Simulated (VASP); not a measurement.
Input of a VASP 6.6.1 run:

Contents of INCAR:

```
SYSTEM = Pb
PREC = Accurate
ENCUT = 520
EDIFF = 1E-7
ISMEAR = -1
SIGMA = 0.1
LREAL = .FALSE.
LASPH = .TRUE.
NELM = 80
ALGO = Normal
ISIF = 2
LWAVE = .FALSE.
LCHARG = .FALSE.
GGA = B5
ALDAX = 1.0
AGGAX = 1.0
AGGAC = 1.0
ALDAC = 0.0
NBANDS = 13
```

KPOINTS

```
regular mesh
0
G
  11 11 11
  0 0 0
```

File POSCAR:

```
Pb
1.0
   -2.0564531389      2.0564531389      2.0564531389
    2.0564531389     -2.0564531389      2.0564531389
    2.0564531389      2.0564531389     -2.0564531389
Pb
1
Direct
    0.0000000000      0.0000000000      0.0000000000
```

Potentials or basis: VASP PAW PBE potentials, release 64 (Pb_d).

Run with:

```console
$ cat potpaw_PBE.64/Pb_d/POTCAR > POTCAR
$ mpirun -np 1 vasp_std > vasp.out
```

Q: Estimate the band gap on the k mesh.

A: Zero (bands 7 and 8 overlap by 7.87 eV).

Q: Predict the pressure.

A: 0.0 GPa.

Caveat: the PAW data sets were made with another functional, which shifts forces and pressure a little; spin-orbit coupling is left out, which moves the levels of the heavy elements.
